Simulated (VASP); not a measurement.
# BAs (F-43m) in VASP: a series of runs, part 2 of 2

VASP 6.6.1. The steps go on from the part before.

## (4) Relaxation of cell and atoms, PBE, target pressure 2 GPa, at which the enthalpy is minimised

Contents of INCAR:

```
PREC = Accurate ; ENCUT = 600
EDIFF = 1E-6 ; ISMEAR = 0
SIGMA = 0.01 ; LREAL = F
LASPH = T ; NELM = 100
ALGO = Normal ; ISIF = 3
LWAVE = F ; LCHARG = F
GGA = PE ; IBRION = 2
NSW = 80 ; EDIFFG = -0.001
PSTRESS = 20.0
```

Contents of KPOINTS:

```
regular mesh
0
Gamma
  10 10 10
```

Contents of POSCAR:

```
BAs
1.0
    0.0000000000      2.4046443036      2.4046443036
    2.4046443036      0.0000000000      2.4046443036
    2.4046443036      2.4046443036      0.0000000000
B As
1 1
Direct
    0.0000000000      0.0000000000      0.0000000000
    0.7500000000      0.7500000000      0.7500000000
```

Potentials or basis: VASP PAW PBE potentials, release 64 (B, As).

Started as:

```
cat potpaw_PBE.64/B/POTCAR potpaw_PBE.64/As/POTCAR > POTCAR
mpirun -np 1 vasp_std > vasp.out
```

OUTCAR:

```text
PREC = Accurate
   ENCUT = 600
   EDIFF = 1E-6
   ISMEAR = 0
   LREAL = F
   LASPH = T
   NELM = 100
   ISIF = 3
   GGA = PE
   IBRION = 2
   NSW = 80
   EDIFFG = -0.001
   PSTRESS = 20.0

 ion  position               nearest neighbor table
   1  0.000  0.000  0.000-   2 2.08   2 2.08   2 2.08   2 2.08
   2  0.750  0.750  0.750-   1 2.08   1 2.08   1 2.08   1 2.08

  LATTYP: Found a face centered cubic cell.
 ALAT       =     4.8092886072

  Lattice vectors:

 A1 = (   0.0000000000,   2.4046443036,   2.4046443036)
 A2 = (   2.4046443036,   0.0000000000,   2.4046443036)
 A3 = (   2.4046443036,   2.4046443036,   0.0000000000)

Analysis of symmetry for initial positions (statically):
=====================================================================
 Subroutine PRICEL returns:
 Original cell was already a primitive cell.

 Routine SETGRP: Setting up the symmetry group for a
 face centered cubic supercell.

 Subroutine GETGRP returns: Found 24 space group operations
 (whereof 24 operations were pure point group operations)
 out of a pool of 48 trial point group operations.

The static configuration has the point symmetry T_d .

Analysis of symmetry for dynamics (positions and initial velocities):
=====================================================================
 Subroutine PRICEL returns:
 Original cell was already a primitive cell.

 Routine SETGRP: Setting up the symmetry group for a
 face centered cubic supercell.

 Subroutine GETGRP returns: Found 24 space group operations
 (whereof 24 operations were pure point group operations)
 out of a pool of 48 trial point group operations.

The dynamic configuration has the point symmetry T_d .

 Subroutine INISYM returns: Found 24 space group operations
 (whereof 24 operations are pure point group operations),
 and found     1 'primitive' translations

----------------------------------------------------------------------------------------

                                     Primitive cell

  volume of cell :      27.8088

  direct lattice vectors                    reciprocal lattice vectors
     0.000000000  2.404644304  2.404644304    -0.207930961  0.207930961  0.207930961
     2.404644304  0.000000000  2.404644304     0.207930961 -0.207930961  0.207930961
     2.404644304  2.404644304  0.000000000     0.207930961  0.207930961 -0.207930961

  length of vectors
     3.400680587  3.400680587  3.400680587     0.360146988  0.360146988  0.360146988

  position of ions in fractional coordinates (direct lattice)
     0.000000000  0.000000000  0.000000000
     0.750000000  0.750000000  0.750000000

  ion indices of the primitive-cell ions
   primitive index   ion index
                 1           1
                 2           2

----------------------------------------------------------------------------------------

 KPOINTS: regular mesh

[... 22 lines left out ...]
 Following reciprocal coordinates:
            Coordinates               Weight
  0.000000  0.000000  0.000000      1.000000
  0.100000  0.000000  0.000000      8.000000
  0.200000  0.000000  0.000000      8.000000
  0.300000  0.000000  0.000000      8.000000
  0.400000  0.000000  0.000000      8.000000
  0.500000  0.000000  0.000000      4.000000
[... 16 lines left out ...]
  0.300000  0.300000  0.000000      6.000000
  0.400000  0.300000  0.000000     24.000000
 [... further k-points ...]
   k-points           NKPTS =     47   k-points in BZ     NKDIM =     47   number of bands    NBANDS=      8
   number of dos      NEDOS =    301   number of ions     NIONS =      2
   total plane-waves  NPLWV =  21952
   dimension x,y,z NGX =    28 NGY =   28 NGZ =   28
   dimension x,y,z NGXF=    56 NGYF=   56 NGZF=   56
   ions per type =               1   1
   NGX,Y,Z   is equivalent  to a cutoff of  13.69, 13.69, 13.69 a.u.
   NGXF,Y,Z  is equivalent  to a cutoff of  27.38, 27.38, 27.38 a.u.
 SYSTEM =  unknown system
   PREC   = accura    normal or accurate (medium, high low for compatibility)
   ISTART =      0    job   : 0-new  1-cont  2-samecut
   ICHARG =      2    charge: 1-file 2-atom 10-const
   ISPIN  =      1    spin polarized calculation?
   LNONCOLLINEAR =      F non collinear calculations
   LSORBIT =      F    spin-orbit coupling
   LASPH  =      T    aspherical Exc in radial PAW
   ENCUT  =  600.0 eV  44.10 Ry    6.64 a.u.   6.79  6.79  6.79*2*pi/ulx,y,z
   NELM   =    100;   NELMIN=  2; NELMDL= -5     # of ELM steps
   EDIFF  = 0.1E-05   stopping-criterion for ELM
   LREAL  =      F    real-space projection
   EDIFFG = -.1E-02   stopping-criterion for IOM
   NSW    =     80    number of steps for IOM
   IBRION =      2    ionic relax: 0-MD 1-quasi-New 2-CG
   NFREE  =      1    steps in history (QN), initial steepest desc. (CG)
   ISIF   =      3    stress and relaxation
   ISYM   =      2    0-nonsym 1-usesym 2-fastsym
   POTIM  = 0.5000    time-step for ionic-motion
   TEBEG  =    0.0;   TEEND  =   0.0 temperature during run
   PSTRESS=   20.0 pullay stress
   NELECT =       8.0000    total number of electrons
   NUPDOWN=      -1.0000    fix difference up-down
   EMIN   =  10.00;   EMAX   =-10.00  energy-range for DOS
   EFERMI =   0.00;   METHOD = LEGACY
   ISMEAR =     0;   SIGMA  =   0.01  broadening in eV -4-tet -1-fermi 0-gaus
   EFERMI_NEDOS =   21; number of points for ismear=-14 and -15
   IALGO  =     38    algorithm
   IMIX   =      4    mixing-type and parameters
     AMIX     =   0.40;   BMIX     =  1.00
     AMIX_MAG =   1.60;   BMIX_MAG =  1.00
  volume/ion in A,a.u.               =      13.90        93.83
  Fermi-wavevector in a.u.,A,eV,Ry     =   1.080714  2.042253 15.890817  1.167942
  Thomas-Fermi vector in A             =   2.216712
   LORBIT       =      0    0 simple, 1 ext, 2 COOP (PROOUT), +10 PAW based schemes
   GGA     = PE    functional components
   LHFCALC =     F    Hartree Fock is set to
   AEXX    =    0.0000 exact exchange contribution
   IVDW    =     0    specifies the selected vdW correction
   LEPSILON=     F    determine dielectric tensor
   LRPA    =     F    only Hartree local field effects (RPA)
 conjugate gradient relaxation of ions
 non-spin polarized calculation
 Gauss-broadening in eV      SIGMA  =   0.01
  energy-cutoff  :      600.00
  volume of cell :       27.81
 maximum number of plane-waves:       944
   NGX = 13   NGY = 13   NGZ = 13

--------------------------------------- Ionic step        1  -------------------------------------------

 number of electron       8.0000000 magnetization

 Free energy of the ion-electron system (eV)
  ---------------------------------------------------
  ext. energy  EPLUGINS =         0.00000000
  ---------------------------------------------------
  free energy    TOTEN  =       -11.41428160 eV

  energy without entropy =      -11.41428160  energy(sigma->0) =      -11.41428160

------------------------ aborting loop because EDIFF is reached ----------------------------------------

  FORCE on cell =-STRESS in cart. coord.  units (eV):
  Direction    XX          YY          ZZ          XY          YZ          ZX
  --------------------------------------------------------------------------------------
  -------------------------------------------------------------------------------------
  Total        0.1016103      0.1016103      0.1016103     -0.0000000      0.0000000      0.0000000
  in kB        5.8541772      5.8541772      5.8541772     -0.0000000      0.0000000      0.0000000
  external PRESSURE =     -14.1458228 kB  Pullay stress =      20.0000000 kB
[... 63 lines left out ...]
--------------------------------------- Ionic step        3  -------------------------------------------

 number of electron       8.0000000 magnetization

 Free energy of the ion-electron system (eV)
  ---------------------------------------------------
  ext. energy  EPLUGINS =         0.00000000
  ---------------------------------------------------
  free energy    TOTEN  =       -11.41198796 eV

  energy without entropy =      -11.41198796  energy(sigma->0) =      -11.41198796

 E-fermi :   6.1438     XC(G=0): -10.5415

 val. band max:        6.0172655721   @ k =   0.0000   0.0000   0.0000
 cond. band min:       7.2031689331   @ k =   0.4000   0.4000   0.0000
 fundamental gap:      1.1859033610
 Fermi energy:         6.1437513875

 k-point     1 :       0.0000    0.0000    0.0000
  band No.  band energies     occupation
      1      -9.2938      2.00000
      2       6.0173      2.00000
      3       6.0173      2.00000
      4       6.0173      2.00000
      5       9.2814      0.00000
      6       9.2814      0.00000
      7       9.2814      0.00000
      8      10.5790      0.00000
[... 243 lines left out ...]
 k-point    24 :       0.4000    0.3000    0.0000
  band No.  band energies     occupation
      1      -6.6767      2.00000
      2      -0.4136      2.00000
      3       2.0820      2.00000
      4       2.5670      2.00000
      5       7.7188      0.00000
      6       9.4097      0.00000
      7      14.7826      0.00000
      8      15.0208      0.00000

 [... further k-points ...]
[... 5 lines left out ...]
  --------------------------------------------------------------------------------------
  -------------------------------------------------------------------------------------
  Total        0.3443270      0.3443270      0.3443270      0.0000000      0.0000000     -0.0000000
  in kB       20.0440542     20.0440542     20.0440542      0.0000000      0.0000000     -0.0000000
  external PRESSURE =       0.0440542 kB  Pullay stress =      20.0000000 kB
[... 21 lines left out ...]
  energy  without entropy=      -11.4119879649  energy(sigma->0) =      -11.41198796

  enthalpy is  TOTEN    =       -11.0684177375 eV   P V=        0.3435702275

 reached required accuracy - stopping structural energy minimisation
```

OSZICAR:

```text
N       E                     dE             d eps       ncg     rms          rms(c)
DAV:   1     0.163962764282E+02    0.16396E+02   -0.41220E+03   752   0.985E+02
DAV:   2    -0.115970973083E+02   -0.27993E+02   -0.26620E+02  1128   0.114E+02
DAV:   3    -0.120147083088E+02   -0.41761E+00   -0.41761E+00   944   0.189E+01
DAV:   4    -0.120152241142E+02   -0.51581E-03   -0.51581E-03  1072   0.698E-01
[... 18 lines left out ...]
DAV:   1    -0.114125167947E+02   -0.37730E-02   -0.16584E-02   880   0.983E-01    0.124E-01
DAV:   2    -0.114121255815E+02    0.39121E-03   -0.65075E-04   800   0.158E-01    0.608E-02
DAV:   3    -0.114119990623E+02    0.12652E-03   -0.25933E-04   824   0.904E-02    0.201E-02
DAV:   4    -0.114119888174E+02    0.10245E-04   -0.15963E-05   960   0.267E-02    0.113E-02
DAV:   5    -0.114119879649E+02    0.85251E-06   -0.10385E-06   456   0.716E-03
   3 F= -.11068418E+02 E0= -.11068418E+02  d E =-.127396E-02
```

CONTCAR:

```text
BAs
   1.00000000000000
    -0.0000000000000000    2.3963782608896951    2.3963782608896951
     2.3963782608896951    0.0000000000000000    2.3963782608896951
     2.3963782608896951    2.3963782608896951    0.0000000000000000
  B               As
     1     1
Direct
     0.0000000000000000    0.0000000000000000    0.0000000000000000
     0.7500000000000000    0.7500000000000000    0.7500000000000000

  0.00000000E+00  0.00000000E+00  0.00000000E+00
  0.00000000E+00  0.00000000E+00  0.00000000E+00
```

It took 16 s on 1 thread of Intel Xeon Platinum 8488C (Sapphire Rapids), shared host; peak memory 0.17 GiB.

Results:

```yaml
Free_energy: -11.4120 eV
Relaxed_volume: 13.76 Å³/atom
Relaxed_cell: a = 3.389 Å, b = 3.389 Å, c = 3.389 Å, α = 60.00°, β = 60.00°, γ = 60.00°
Space_group_after_relaxing_to_0.05_Å: F-43m (No. 216)
Energy_change_on_relaxing_the_enthalpy_is_what_falls: +1.1 meV/atom
Ionic_steps: 3
Pressure_after_relaxing: 2.0 GPa
Band_gap_on_the_k_mesh: 1.19 eV, indirect (least direct gap 3.26 eV)
```

Step by step:
```csv
step,energy change (eV),largest force (eV/Å),pressure (GPa),volume (Å³)
1,0.0000,0.0000,0.59,27.81
2,0.0055,0.0000,3.08,27.32
3,0.0023,0.0000,2.00,27.52
```

Final structure:
```cif
data_structure
_symmetry_space_group_name_H-M 'P 1'
_symmetry_Int_Tables_number 1
_cell_length_a 3.3890
_cell_length_b 3.3890
_cell_length_c 3.3890
_cell_angle_alpha 60.000
_cell_angle_beta 60.000
_cell_angle_gamma 60.000
_cell_volume 27.52
loop_
_atom_site_label
_atom_site_type_symbol
_atom_site_fract_x
_atom_site_fract_y
_atom_site_fract_z
_atom_site_occupancy
B1 B 0.00000 0.00000 0.00000 1
As1 As 0.75000 0.75000 0.75000 1
```

Caveat: the cell is relaxed towards a set pressure, so the enthalpy falls and the energy may rise. Expect the measured gap to be larger: semilocal functionals such as PBE lack the derivative discontinuity.

## (5) The runs side by side

| task | spin | cell | cutoff (eV) | smearing | gap on the mesh (eV) | pressure (GPa) |
| --- | --- | --- | --- | --- | --- | --- |
| single point | non-collinear, zero start, SOC | a = 3.400 Å, angles 60.0°, 2 atoms | 520 | gaussian 0.02 eV | - | 0.7 |
| single point | off | a = 3.384 Å, angles 60.0°, 2 atoms | 520 | gaussian 0.01 eV | 1.18 | 2.6 |
| relaxation of cell and atoms | off | relaxed to 2 GPa from a = 3.401 Å, angles 60.0°, 2 atoms | 600 | gaussian 0.01 eV | 1.19 | 2.0 |

Alike in all rows: level PBE; potentials or basis VASP PAW PBE potentials, release 64 (B, As); k mesh 10 × 10 × 10.

Caveats: the cell is relaxed towards a set pressure, so the enthalpy falls and the energy may rise (some runs).

Total energies depend on the potentials used, so only differences within one code and one set of settings carry meaning.
